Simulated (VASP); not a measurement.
# Sr (P6_3/mmc) in VASP: a series of runs, part 2 of 2

VASP 6.6.1.

**3. Relaxation of shape and atoms at fixed volume, PBE (50.04 Å³/atom)**

This run uses another cell than the first one, of 50.04 Å³/atom.

INCAR

```
PREC     = Accurate       # precision mode
ENCUT    = 600            # plane-wave cutoff, eV
EDIFF    = 1E-6           # SCF threshold, eV
ISMEAR   = 0              # smearing method
SIGMA    = 0.1            # smearing width, eV
LREAL    = F              # projectors in reciprocal space
LASPH    = T              # aspherical terms in the spheres
NELM     = 80             # most SCF steps
ALGO     = Fast           # electronic algorithm
ISIF     = 4              # what is computed and relaxed
LWAVE    = F              # write WAVECAR
LCHARG   = F              # write CHGCAR
GGA      = PE             # functional
IBRION   = 2              # ionic algorithm
NSW      = 50             # ionic steps
EDIFFG   = -0.01          # ionic threshold
```

KPOINTS

```
Automatic mesh
0
Gamma
  12 12 4
```

POSCAR

```
Sr
1.0
    4.1307989683      0.0000000000      0.0000000000
   -2.0653994841      3.5773768444      0.0000000000
    0.0000000000      0.0000000000     13.5441021976
Sr
4
Direct
    0.0000000000      0.0000000000      0.0000000000
    0.3333333333      0.6666666667      0.2500000000
    0.0000000000      0.0000000000      0.5000000000
    0.6666666667      0.3333333333      0.7500000000
```

Potentials or basis: VASP PAW PBE potentials, release 64 (Sr_sv).

Started as:

```bash
> cat potpaw_PBE.64/Sr_sv/POTCAR > POTCAR
> mpirun -np 1 vasp_std > vasp.out
```

OUTCAR:

```text
PREC = Accurate
   ENCUT = 600
   EDIFF = 1E-6
   ISMEAR = 0
   LREAL = F
   LASPH = T
   NELM = 80
   ISIF = 4
   GGA = PE
   IBRION = 2
   NSW = 50
   EDIFFG = -0.01

 ion  position               nearest neighbor table
   1  0.000  0.000  0.000-   2 4.14   4 4.14   2 4.14   4 4.14   4 4.14   2 4.14
   2  0.333  0.667  0.250-   1 4.14   3 4.14   1 4.14   3 4.14   1 4.14   3 4.14
   3  0.000  0.000  0.500-   2 4.14   4 4.14   2 4.14   4 4.14   4 4.14   2 4.14
   4  0.667  0.333  0.750-   1 4.14   3 4.14   1 4.14   3 4.14   1 4.14   3 4.14

  LATTYP: Found a hexagonal cell.
 ALAT       =     4.1307989683
 C/A-ratio  =     3.2788093300

  Lattice vectors:

 A1 = (   4.1307989683,   0.0000000000,   0.0000000000)
 A2 = (  -2.0653994841,   3.5773768444,   0.0000000000)
 A3 = (   0.0000000000,   0.0000000000,  13.5441021976)

Analysis of symmetry for initial positions (statically):
=====================================================================
 Subroutine PRICEL returns:
 Original cell was already a primitive cell.

 Routine SETGRP: Setting up the symmetry group for a
 hexagonal supercell.

 Subroutine GETGRP returns: Found 24 space group operations
 (whereof 12 operations were pure point group operations)
 out of a pool of 24 trial point group operations.

The static configuration has the point symmetry D_3d.
 The point group associated with its full space group is D_6h.

Analysis of symmetry for dynamics (positions and initial velocities):
=====================================================================
 Subroutine PRICEL returns:
 Original cell was already a primitive cell.

 Routine SETGRP: Setting up the symmetry group for a
 hexagonal supercell.

[... 120 lines left out ...]
   NELECT =      40.0000    total number of electrons
   NUPDOWN=      -1.0000    fix difference up-down
   EMIN   =  10.00;   EMAX   =-10.00  energy-range for DOS
   EFERMI =   0.00;   METHOD = LEGACY
   ISMEAR =     0;   SIGMA  =   0.10  broadening in eV -4-tet -1-fermi 0-gaus
   EFERMI_NEDOS =   21; number of points for ismear=-14 and -15
   IALGO  =     68    algorithm
   IMIX   =      4    mixing-type and parameters
     AMIX     =   0.40;   BMIX     =  1.00
     AMIX_MAG =   1.60;   BMIX_MAG =  1.00
  volume/ion in A,a.u.               =      50.04       337.66
  Fermi-wavevector in a.u.,A,eV,Ry     =   0.957147  1.808745 12.464703  0.916130
  Thomas-Fermi vector in A             =   2.086139
   LORBIT       =      0    0 simple, 1 ext, 2 COOP (PROOUT), +10 PAW based schemes
   GGA     = PE    functional components
   LHFCALC =     F    Hartree Fock is set to
   AEXX    =    0.0000 exact exchange contribution
   IVDW    =     0    specifies the selected vdW correction
   LEPSILON=     F    determine dielectric tensor
   LRPA    =     F    only Hartree local field effects (RPA)
 conjugate gradient relaxation of ions
 non-spin polarized calculation
 RMM-DIIS sequential band-by-band and
 Gauss-broadening in eV      SIGMA  =   0.10
  energy-cutoff  :      600.00
  volume of cell :      200.15
 maximum number of plane-waves:      6710
 NGX is ok and might be reduce to    36
   NGX = 17   NGY = 17   NGZ = 55

 number of electron      40.0000000 magnetization

 Free energy of the ion-electron system (eV)
  ---------------------------------------------------
  ext. energy  EPLUGINS =         0.00000000
  ---------------------------------------------------
  free energy    TOTEN  =        -6.47845715 eV

  energy without entropy =       -6.45563688  energy(sigma->0) =       -6.46704701

 E-fermi :   1.9432     XC(G=0):  -7.6415

 val. band max:        1.9408852053   @ k =   0.3333   0.1667   0.0000
 cond. band min:       1.9488226358   @ k =   0.2500   0.1667   0.0000
 fundamental gap:      0.0079374305
 Fermi energy:         1.9431798415

 k-point     1 :       0.0000    0.0000    0.0000
  band No.  band energies     occupation
      1     -34.5142      2.00000
      2     -34.5043      2.00000
      3     -34.5027      2.00000
      4     -34.4927      2.00000
      5     -16.6516      2.00000
      6     -16.5209      2.00000
[... 637 lines left out ...]
     23       2.5958      0.00000
     24       2.7732      0.00000

 [... further k-points ...]
[... 5 lines left out ...]
  --------------------------------------------------------------------------------------
  -------------------------------------------------------------------------------------
  Total        1.6343384      1.6343384      1.5992055      0.0000000     -0.0000000      0.0000000
  in kB       13.0828872     13.0828872     12.8016478      0.0000000     -0.0000000      0.0000000
  external PRESSURE =      12.9891407 kB  Pullay stress =       0.0000000 kB

 VOLUME and BASIS-vectors are now :
 -----------------------------------------------------------------------------
  energy-cutoff  :      600.00
  volume of cell :      200.15
      direct lattice vectors                 reciprocal lattice vectors
     4.130798968  0.000000000  0.000000000     0.242083918  0.139767215  0.000000000
    -2.065399484  3.577376844  0.000000000     0.000000000  0.279534431  0.000000000
     0.000000000  0.000000000 13.544102198     0.000000000  0.000000000  0.073832875

 POSITION                                       TOTAL-FORCE (eV/Angst)
 -----------------------------------------------------------------------------------
      0.00000      0.00000      0.00000         0.000000      0.000000     -0.000000
     -0.00000      2.38492      3.38603         0.000000      0.000000      0.000000
      0.00000      0.00000      6.77205        -0.000000      0.000000     -0.000000
      2.06540      1.19246     10.15808        -0.000000     -0.000000      0.000000
 -----------------------------------------------------------------------------------
    total drift:                               -0.000000      0.000000      0.000000

  FREE ENERGIE OF THE ION-ELECTRON SYSTEM (eV)
  ---------------------------------------------------
  free  energy   TOTEN  =        -6.4784571499 eV

  energy  without entropy=       -6.4556368751  energy(sigma->0) =       -6.46704701

 reached required accuracy - stopping structural energy minimisation
```

OSZICAR:

```text
N       E                     dE             d eps       ncg     rms          rms(c)
DAV:   1     0.298948903983E+03    0.29895E+03   -0.20267E+04  2736   0.161E+03
DAV:   2     0.176701854754E+02   -0.28128E+03   -0.27961E+03  3568   0.339E+02
DAV:   3    -0.531020652311E+01   -0.22980E+02   -0.22734E+02  4472   0.720E+01
DAV:   4    -0.644674876937E+01   -0.11365E+01   -0.11316E+01  4000   0.150E+01
[... 17 lines left out ...]
RMM:  22    -0.647845289776E+01   -0.14961E-05   -0.15047E-05   913   0.359E-03    0.308E-04
RMM:  23    -0.647845408150E+01   -0.11837E-05   -0.12624E-05   873   0.344E-03    0.771E-04
RMM:  24    -0.647845524743E+01   -0.11659E-05   -0.12047E-05   873   0.332E-03    0.725E-04
RMM:  25    -0.647845622440E+01   -0.97698E-06   -0.10129E-05   849   0.322E-03    0.779E-04
RMM:  26    -0.647845714991E+01   -0.92551E-06   -0.96724E-06   824   0.312E-03
   1 F= -.64784571E+01 E0= -.64670470E+01  d E =-.647846E+01
```

Wall time 15 min (1 thread of Intel Xeon 8259CL, shared host); peak memory 0.53 GiB.

What came out:

```
Free energy             : -6.4785 eV
Pressure after relaxing : 1.3 GPa
Band gap on the k mesh  : zero (bands 20 and 21 overlap by 0.17 eV)
```

Final structure:
```xyz
4
Lattice="4.1308 0.0000 0.0000 -2.0654 3.5774 0.0000 0.0000 0.0000 13.5441" Properties=species:S:1:pos:R:3 pbc="T T T"
Sr    0.0000    0.0000    0.0000
Sr    0.0000    2.3849    3.3860
Sr    0.0000    0.0000    6.7721
Sr    2.0654    1.1925   10.1581
```

Caveat: the relaxation stopped at its first step, so nothing moved.
